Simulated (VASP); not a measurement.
# Au (I4/mmm) in VASP: single point with PBEsol

Aim: the single point of Au with PBEsol.

All numbers are computed with VASP 6.6.1; they aren't measurements. Logs are shortened: lines on timing, memory, paths and dates and some standing lists are left out, and cuts for length are marked.

**1. The cell of the first run**

Symmetry: I4/mmm, No. 139, tetragonal system. Conventional cell: a = 3.261 Å, b = 3.261 Å, c = 3.424 Å, α = 90.00°, β = 90.00°, γ = 90.00°. Within 3.8 Å of Au (site symmetry 4/mmm) lie 14 Au at 2.87 to 3.42 Å.

**2. Single point, PBEsol**

INCAR reads:

```
PREC = Accurate ; ENCUT = 520
EDIFF = 1E-6 ; ISMEAR = 0
SIGMA = 0.15 ; LREAL = F
LASPH = T ; NELM = 60
ALGO = Fast ; ISIF = 2
LWAVE = F ; LCHARG = F
GGA = PS ; NBANDS = 12
```

KPOINTS reads:

```
regular mesh
0
Gamma
  22 22 22
```

POSCAR reads:

```
Au
1.0
   -1.6305341798      1.6305341798      1.7120608888
    1.6305341798     -1.6305341798      1.7120608888
    1.6305341798      1.6305341798     -1.7120608888
Au
1
Direct
    0.0000000000      0.0000000000      0.0000000000
```

Potentials or basis: VASP PAW PBE potentials, release 64 (Au).

On the command line:

```bash
$ cat potpaw_PBE.64/Au/POTCAR > POTCAR
$ mpirun -np 1 vasp_std > vasp.out
```

OUTCAR:

```text
PREC = Accurate
   ENCUT = 520
   EDIFF = 1E-6
   ISMEAR = 0
   LREAL = F
   LASPH = T
   NELM = 60
   ISIF = 2
   GGA = PS

 ion  position               nearest neighbor table
   1  0.000  0.000  0.000-

  LATTYP: Found a body centered tetragonal cell.
 ALAT       =     3.2610683596
 C/A-ratio  =     1.0500000000

  Lattice vectors:

 A1 = (  -1.6305341798,   1.6305341798,   1.7120608888)
 A2 = (   1.6305341798,  -1.6305341798,   1.7120608888)
 A3 = (   1.6305341798,   1.6305341798,  -1.7120608888)

Analysis of symmetry for initial positions (statically):
=====================================================================
 Subroutine PRICEL returns:
 Original cell was already a primitive cell.

 Routine SETGRP: Setting up the symmetry group for a
 body centered tetragonal supercell.

 Subroutine GETGRP returns: Found 16 space group operations
 (whereof 16 operations were pure point group operations)
 out of a pool of 16 trial point group operations.

The static configuration has the point symmetry D_4h.

Analysis of symmetry for dynamics (positions and initial velocities):
=====================================================================
 Subroutine PRICEL returns:
 Original cell was already a primitive cell.

 Routine SETGRP: Setting up the symmetry group for a
 body centered tetragonal supercell.

 Subroutine GETGRP returns: Found 16 space group operations
 (whereof 16 operations were pure point group operations)
 out of a pool of 16 trial point group operations.

The dynamic configuration has the point symmetry D_4h.

 Subroutine INISYM returns: Found 16 space group operations
 (whereof 16 operations are pure point group operations),
 and found     1 'primitive' translations

----------------------------------------------------------------------------------------

                                     Primitive cell

  volume of cell :      18.2070

  direct lattice vectors                    reciprocal lattice vectors
    -1.630534180  1.630534180  1.712060889     0.000000000  0.306647972  0.292045688
     1.630534180 -1.630534180  1.712060889     0.306647972  0.000000000  0.292045688
     1.630534180  1.630534180 -1.712060889     0.306647972  0.306647972  0.000000000

  length of vectors
     2.872009037  2.872009037  2.872009037     0.423466247  0.423466247  0.433665721

  position of ions in fractional coordinates (direct lattice)
     0.000000000  0.000000000  0.000000000

  ion indices of the primitive-cell ions
   primitive index   ion index
                 1           1

----------------------------------------------------------------------------------------

 KPOINTS: regular mesh

Automatic generation of k-mesh.
 Grid dimensions read from file:
 generate k-points for:   22   22   22

 Generating k-lattice:

  Cartesian coordinates                     Fractional coordinates (reciprocal lattice)
     0.000000000  0.013938544  0.013274804     0.045454545 -0.000000000  0.000000000
     0.013938544  0.000000000  0.013274804    -0.000000000  0.045454545  0.000000000
     0.013938544  0.013938544  0.000000000     0.000000000  0.000000000  0.045454545

  Length of vectors
     0.019248466  0.019248466  0.019712078

  Shift w.r.t. Gamma in fractional coordinates (k-lattice)
     0.000000000  0.000000000  0.000000000

 Subroutine IBZKPT returns following result:
 ===========================================

 Found    834 irreducible k-points:

 Following reciprocal coordinates:
            Coordinates               Weight
  0.000000  0.000000  0.000000      1.000000
  0.045455 -0.000000  0.000000      8.000000
  0.090909 -0.000000  0.000000      8.000000
  0.136364 -0.000000  0.000000      8.000000
  0.181818  0.000000  0.000000      8.000000
  0.227273 -0.000000  0.000000      8.000000
[... 16 lines left out ...]
  0.500000  0.045455  0.000000     16.000000
 -0.454545  0.045455 -0.000000     16.000000
 [... further k-points ...]
   k-points           NKPTS =    834   k-points in BZ     NKDIM =    834   number of bands    NBANDS=     12
   number of dos      NEDOS =    301   number of ions     NIONS =      1
   total plane-waves  NPLWV =  13824
   dimension x,y,z NGX =    24 NGY =   24 NGZ =   24
   dimension x,y,z NGXF=    48 NGYF=   48 NGZF=   48
   ions per type =               1
   NGX,Y,Z   is equivalent  to a cutoff of  13.89, 13.89, 13.89 a.u.
   NGXF,Y,Z  is equivalent  to a cutoff of  27.78, 27.78, 27.78 a.u.
 SYSTEM =  unknown system
   PREC   = accura    normal or accurate (medium, high low for compatibility)
   ISTART =      0    job   : 0-new  1-cont  2-samecut
   ICHARG =      2    charge: 1-file 2-atom 10-const
   ISPIN  =      1    spin polarized calculation?
   LNONCOLLINEAR =      F non collinear calculations
   LSORBIT =      F    spin-orbit coupling
   LASPH  =      T    aspherical Exc in radial PAW
   ENCUT  =  520.0 eV  38.22 Ry    6.18 a.u.   5.34  5.34  5.34*2*pi/ulx,y,z
   NELM   =     60;   NELMIN=  2; NELMDL= -5     # of ELM steps
   EDIFF  = 0.1E-05   stopping-criterion for ELM
   LREAL  =      F    real-space projection
   EDIFFG = 0.1E-04   stopping-criterion for IOM
   NSW    =      0    number of steps for IOM
   IBRION =     -1    ionic relax: 0-MD 1-quasi-New 2-CG
   NFREE  =      0    steps in history (QN), initial steepest desc. (CG)
   ISIF   =      2    stress and relaxation
   ISYM   =      2    0-nonsym 1-usesym 2-fastsym
   POTIM  = 0.5000    time-step for ionic-motion
   TEBEG  =    0.0;   TEEND  =   0.0 temperature during run
   PSTRESS=    0.0 pullay stress
   NELECT =      11.0000    total number of electrons
   NUPDOWN=      -1.0000    fix difference up-down
   EMIN   =  10.00;   EMAX   =-10.00  energy-range for DOS
   EFERMI =   0.00;   METHOD = LEGACY
   ISMEAR =     0;   SIGMA  =   0.15  broadening in eV -4-tet -1-fermi 0-gaus
   EFERMI_NEDOS =   21; number of points for ismear=-14 and -15
   IALGO  =     68    algorithm
   IMIX   =      4    mixing-type and parameters
     AMIX     =   0.40;   BMIX     =  1.00
     AMIX_MAG =   1.60;   BMIX_MAG =  1.00
  volume/ion in A,a.u.               =      18.21       122.87
  Fermi-wavevector in a.u.,A,eV,Ry     =   1.383968  2.615320 26.060157  1.915367
  Thomas-Fermi vector in A             =   2.508516
   LORBIT       =      0    0 simple, 1 ext, 2 COOP (PROOUT), +10 PAW based schemes
   GGA     = PS    functional components
   LHFCALC =     F    Hartree Fock is set to
   AEXX    =    0.0000 exact exchange contribution
   IVDW    =     0    specifies the selected vdW correction
   LEPSILON=     F    determine dielectric tensor
   LRPA    =     F    only Hartree local field effects (RPA)
 non-spin polarized calculation
 RMM-DIIS sequential band-by-band and
 Gauss-broadening in eV      SIGMA  =   0.15
  energy-cutoff  :      520.00
  volume of cell :       18.21
 maximum number of plane-waves:       506
 NGX is ok and might be reduce to    24
   NGX = 11   NGY = 11   NGZ = 11

 number of electron      11.0000000 magnetization

 Free energy of the ion-electron system (eV)
  ---------------------------------------------------
  ext. energy  EPLUGINS =         0.00000000
  ---------------------------------------------------
  free energy    TOTEN  =        -3.86790610 eV

  energy without entropy =       -3.86446895  energy(sigma->0) =       -3.86618753

 E-fermi :   8.2323     XC(G=0): -12.4981

 val. band max:        8.2249221144   @ k =  -0.3182   0.4545   0.0909
 cond. band min:       8.2344722276   @ k =  -0.4091   0.4545   0.0909
 fundamental gap:      0.0095501131
 Fermi energy:         8.2322895531

 k-point     1 :       0.0000    0.0000    0.0000
  band No.  band energies     occupation
      1      -1.0153      2.00000
      2       3.6261      2.00000
      3       3.6261      2.00000
      4       3.9048      2.00000
      5       5.2820      2.00000
      6       5.6008      2.00000
      7      24.1746      0.00000
      8      24.9510      0.00000
      9      24.9510      0.00000
     10      30.3863      0.00000
     11      31.8719      0.00000
     12      31.9056      0.00000

 k-point     2 :       0.0455   -0.0000    0.0000
  band No.  band energies     occupation
      1      -0.9442      2.00000
      2       3.6298      2.00000
      3       3.6386      2.00000
      4       3.9196      2.00000
      5       5.2649      2.00000
      6       5.5909      2.00000
      7      24.1972      0.00000
      8      24.9187      0.00000
      9      25.0368      0.00000
     10      29.6718      0.00000
     11      30.8433      0.00000
     12      31.5738      0.00000

 k-point     3 :       0.0909   -0.0000    0.0000
  band No.  band energies     occupation
      1      -0.7343      2.00000
      2       3.6345      2.00000
      3       3.6394      2.00000
      4       4.0061      2.00000
      5       5.2163      2.00000
      6       5.5684      2.00000
      7      24.1766      0.00000
      8      24.7483      0.00000
      9      25.2890      0.00000
     10      28.6135      0.00000
     11      29.5400      0.00000
     12      30.7734      0.00000
[... 286 lines left out ...]
 k-point    23 :       0.5000    0.0455    0.0000
  band No.  band energies     occupation
      1       1.5630      2.00000
      2       2.8532      2.00000
      3       5.1154      2.00000
      4       5.6070      2.00000
      5       6.5292      2.00000
      6       7.9451      1.99322
      7      11.4359      0.00000
      8      20.7280      0.00000
      9      21.8128      0.00000
     10      29.5385      0.00000
     11      29.9200      0.00000
     12      30.2733      0.00000

 k-point    24 :      -0.4545    0.0455   -0.0000
  band No.  band energies     occupation
      1       1.5678      2.00000
      2       2.8857      2.00000
      3       5.0674      2.00000
      4       5.6104      2.00000
      5       6.2411      2.00000
      6       7.2442      2.00000
      7      12.5394      0.00000
      8      20.9006      0.00000
      9      22.1405      0.00000
     10      29.2847      0.00000
     11      29.7599      0.00000
     12      30.4458      0.00000

 [... further k-points ...]
[... 5 lines left out ...]
  --------------------------------------------------------------------------------------
  -------------------------------------------------------------------------------------
  Total       -1.0947557     -1.0947557     -1.0571562      0.0000000      0.0000000      0.0000000
  in kB      -96.3360350    -96.3360350    -93.0273690      0.0000000      0.0000000      0.0000000
  external PRESSURE =     -95.2331463 kB  Pullay stress =       0.0000000 kB

 VOLUME and BASIS-vectors are now :
 -----------------------------------------------------------------------------
  energy-cutoff  :      520.00
  volume of cell :       18.21
      direct lattice vectors                 reciprocal lattice vectors
    -1.630534180  1.630534180  1.712060889     0.000000000  0.306647972  0.292045688
     1.630534180 -1.630534180  1.712060889     0.306647972  0.000000000  0.292045688
     1.630534180  1.630534180 -1.712060889     0.306647972  0.306647972  0.000000000

 POSITION                                       TOTAL-FORCE (eV/Angst)
 -----------------------------------------------------------------------------------
      0.00000      0.00000      0.00000        -0.000000     -0.000000      0.000000
 -----------------------------------------------------------------------------------
    total drift:                               -0.000000      0.000000      0.000000

  FREE ENERGIE OF THE ION-ELECTRON SYSTEM (eV)
  ---------------------------------------------------
  free  energy   TOTEN  =        -3.8679061047 eV

  energy  without entropy=       -3.8644689491  energy(sigma->0) =       -3.86618753
```

Run time: 71 s. Hardware: 1 thread of Intel Xeon Platinum 8488C (Sapphire Rapids), shared host; peak memory 0.29 GiB.

What came out:

* Free energy: -3.8679 eV
* Pressure: -9.5 GPa

Caveat: the PAW data sets were made with another functional, which shifts forces and pressure a little; spin-orbit coupling is left out, which moves the levels of the heavy elements.
